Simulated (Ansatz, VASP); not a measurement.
This is a calculation of BN for Ansatz 0.2.0.

The input input.yaml:

```yaml
crystal:
  lattice:
    - [2.49824, 0.0, 0.0]
    - [-1.24912, 2.1635393048, 0.0]
    - [0.0, 0.0, 6.6357]
  atoms:
    - { symbol: "N", position: [0.6666666667, 0.3333333333, 0.25] }
    - { symbol: "N", position: [0.3333333333, 0.6666666667, 0.75] }
    - { symbol: B, position: [0.6666666667, 0.3333333333, 0.75] }
    - { symbol: B, position: [0.3333333333, 0.6666666667, 0.25] }
hamiltonian:
  xc: pbe
  pseudopotentials: { kind: paw }
kpoints:
  mp_grid: { grid: [12, 12, 4] }
scf:
  occupations: { method: fermi_dirac, width: 0.05 }
output:
  forces: true
  stress: true
relax:
  f_tol: 0.01
  max_steps: 40
  cell: { stress_tol: 0.05 }
```

Potentials or basis: Ansatz PAW.

Command:

```bash
$ ansatz run input.yaml --threads 2 --pin off --max-ram 5632MiB --backend cpu --events-out ev --progress --plain --runs-dir out
```

Problem. Set up the same calculation for VASP 6.6.1. Potentials there: VASP PAW PBE potentials, release 64 (N, B).

Solution. As run (the cutoff follows the program's own potentials):

File INCAR:

```
ALGO     = Normal         # electronic algorithm
EDIFF    = 1E-6           # SCF threshold, eV
EDIFFG   = -0.01          # ionic threshold
ENCUT    = 600            # plane-wave cutoff, eV
GGA      = PE             # functional
IBRION   = 2              # ionic algorithm
ISIF     = 3              # what is computed and relaxed
ISMEAR   = -1             # smearing method
LASPH    = T              # aspherical terms in the spheres
LCHARG   = F              # write CHGCAR
LREAL    = F              # projectors in reciprocal space
LWAVE    = F              # write WAVECAR
NELM     = 100            # most SCF steps
NSW      = 60             # ionic steps
PREC     = Accurate       # precision mode
SIGMA    = 0.05           # smearing width, eV
```

KPOINTS

```
k-points
0
Gamma
  12 12 4
```

POSCAR

```
BN
1.0
    2.4982400000      0.0000000000      0.0000000000
   -1.2491200000      2.1635393048      0.0000000000
    0.0000000000      0.0000000000      6.6357000000
N B
2 2
Direct
    0.6666666667      0.3333333333      0.2500000000
    0.3333333333      0.6666666667      0.7500000000
    0.6666666667      0.3333333333      0.7500000000
    0.3333333333      0.6666666667      0.2500000000
```

Potentials or basis: VASP PAW PBE potentials, release 64 (N, B).

The run is started by

```console
$ cat potpaw_PBE.64/N/POTCAR potpaw_PBE.64/B/POTCAR > POTCAR
$ mpirun -np 1 vasp_std > vasp.out
```

Both were run:

|  | VASP | Ansatz | Ansatz less VASP |
| --- | --- | --- | --- |
| relaxed volume (Å³/atom) | 10.44 | 11.44 | +1.000 |
| relaxed cell length with the largest relative difference (Å) | 7.638 | 8.371 | +0.7324 |

One of these differences is far larger than is usual between the two programs; its cause wasn't traced.

Noted on VASP's run: the volume moved by over 15 % at a fixed basis, so the end points are rough. Noted on Ansatz's run: the volume moved by over 15 % at a fixed basis, so the end points are rough; the plane-wave basis is chosen anew once the cell has moved, so the energies of steps on either side of that aren't comparable.
